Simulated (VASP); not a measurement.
Input of a VASP 6.6.1 run:

Contents of INCAR:

```
PREC     = Accurate       # precision mode
ENCUT    = 600            # plane-wave cutoff, eV
EDIFF    = 1E-6           # SCF threshold, eV
ISMEAR   = -1             # smearing method
SIGMA    = 0.05           # smearing width, eV
LREAL    = F              # projectors in reciprocal space
LASPH    = T              # aspherical terms in the spheres
NELM     = 60             # most SCF steps
ALGO     = Normal         # electronic algorithm
ISIF     = 3              # what is computed and relaxed
LWAVE    = F              # write WAVECAR
LCHARG   = F              # write CHGCAR
GGA      = CA             # functional
IBRION   = 2              # ionic algorithm
NSW      = 60             # ionic steps
EDIFFG   = -0.005         # ionic threshold
PSTRESS  = 1700.0
```

File KPOINTS:

```
regular mesh
0
Gamma
  19 19 19
```

POSCAR

```
Au
1.0
   -1.4332721551      1.4332721551      1.4332721551
    1.4332721551     -1.4332721551      1.4332721551
    1.4332721551      1.4332721551     -1.4332721551
Au
1
Direct
    0.0000000000      0.0000000000      0.0000000000
```

Potentials or basis: VASP PAW LDA potentials, release 64 (Au).

Launch:

```bash
$ cat potpaw_LDA.64/Au/POTCAR > POTCAR
$ mpirun -np 1 vasp_std > vasp.out
```

(1) What does it give for the relaxed cell?

(2) Estimate the relaxed volume.

Answers

(1) a = 2.486 Å, b = 2.486 Å, c = 2.486 Å, α = 109.47°, β = 109.47°, γ = 109.47°.

(2) 11.82 Å³/atom.

Caveat: the cell is relaxed towards a set pressure, so the run minimises the enthalpy, not the energy.
